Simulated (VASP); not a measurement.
Input of a VASP 6.6.1 run:

INCAR

```
SYSTEM = SiAu
  PREC = Accurate
  ENCUT = 520
  EDIFF = 1E-6
  ISMEAR = 0
  SIGMA = 0.1
  LREAL = Auto
  LASPH = .True.
  NELM = 100
  ALGO = Normal
  ISIF = 2
  LWAVE = .False.
  LCHARG = .False.
  GGA = PE
  ISYM = 0
  NBANDS = 108
```

Contents of KPOINTS:

```
Automatic mesh
0
Gamma
  2 2 2
  0.5 0.5 0.5
```

POSCAR

```
SiAu
1.0
    7.4828022702     -0.1664037984     -0.0081681011
   -0.1506290950      7.7478459282      0.7496730628
   -0.0140457868      0.7898592298      7.7259130001
Si Au
12 12
Direct
    0.6400814406      0.2419710967      0.1170362301
    0.4574585695      0.3921397307      0.2888562713
    0.2071816625      0.9629503465      0.1813013316
    0.8942024460      0.3826288347      0.5159866594
    0.4688307191      0.8312603507      0.7536157017
    0.7511467828      0.0737982861      0.7797389320
    0.8823337762      0.8691590319      1.0280094137
    0.1745101299      0.4277080269      0.1495042878
    0.7768537913      0.1185520638      0.4231840470
    0.7868609903      0.7953255860      0.4693774056
    0.7607830793      0.7077825041      0.8021160069
    0.0719631299      0.7645604248      0.6391846597
    0.3503917205      0.8120594277      0.4480415988
    0.7990046321      0.3846153978      0.8288441960
    0.1829991779      0.4490284701      0.6631463409
    1.0224986795      0.6336188586      0.3014568401
    0.9775129696      0.1752372448      0.1243175971
    0.4433815860      0.5079090038      0.9316022641
    0.5586015661      0.5066589877      0.5538581868
    0.4677845882      0.0251567804      0.9889774805
    0.6376897859      0.6957281139      0.2080457990
    0.1852093942      0.7633716099      0.9525891149
    0.0836801046      0.0979720704      0.6144731953
    0.4577485227      0.1423725588      0.5609351157
```

Potentials or basis: VASP PAW PBE potentials, release 64 (Si, Au).

The run is started by

```bash
$ cat potpaw_PBE.64/Si/POTCAR potpaw_PBE.64/Au/POTCAR > POTCAR
$ mpirun -np 1 vasp_std > vasp.out
```

(1) What does it give for the band gap on the k mesh?

(2) Predict the largest force.

(3) Estimate the pressure.

Results:

(1) 0.08 eV, indirect (least direct gap 0.26 eV).

(2) 0.018 eV/Å.

(3) -0.1 GPa.

Caveat: spin-orbit coupling is left out, which moves the levels of the heavy elements.
